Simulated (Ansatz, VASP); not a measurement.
**Sr2CuSO2 in VASP and in Ansatz**

```
Sr Cu S O
1.0
     3.92819    0.00000    0.00000
     0.00000    3.92819    0.00000
     0.00000    0.00000    6.92685
Sr Cu S O
2 1 1 2
Direct
  0.00000 0.00000 0.75084
  0.00000 0.00000 0.24916
  0.50000 0.50000 0.00000
  0.50000 0.50000 0.50000
  0.50000 0.00000 0.00000
  0.00000 0.50000 0.00000
```

Alike in both runs: task single point; functional PBE; k mesh 7 × 7 × 4; occupations fermi-dirac, width 0.05 eV; no spin polarisation.

```csv
,VASP,Ansatz
version,VASP 6.6.1,Ansatz 0.2.0
potentials or method,"VASP PAW PBE potentials, release 64 (Sr_sv, Cu, S, O)",Ansatz PAW
plane-wave cutoff (eV),520,420
valence electrons in the cell,49,57
```

|  | VASP | Ansatz | Ansatz less VASP |
| --- | --- | --- | --- |
| gap on the k mesh at the Fermi level (eV) | none | none | - |
| pressure (GPa) | -1.3 | -1.7 | -0.39 |
| traceless stress, the component that is largest in VASP (GPa) | 0.24 | 0.38 | +0.140 |
| rms of the force components (eV/Å) | 0.057 | 0.072 | +0.0147 |

Atom by atom the forces differ by 0.015 eV/Å (rms over components). A gap of «none» marks a metal or a gap that the smearing closes. With one functional, cell and mesh, what is left measures potentials, basis and numerics. VASP's potentials hold 49 valence electrons a cell and Ansatz's 57, so a difference there can come from the potentials and not from the codes.
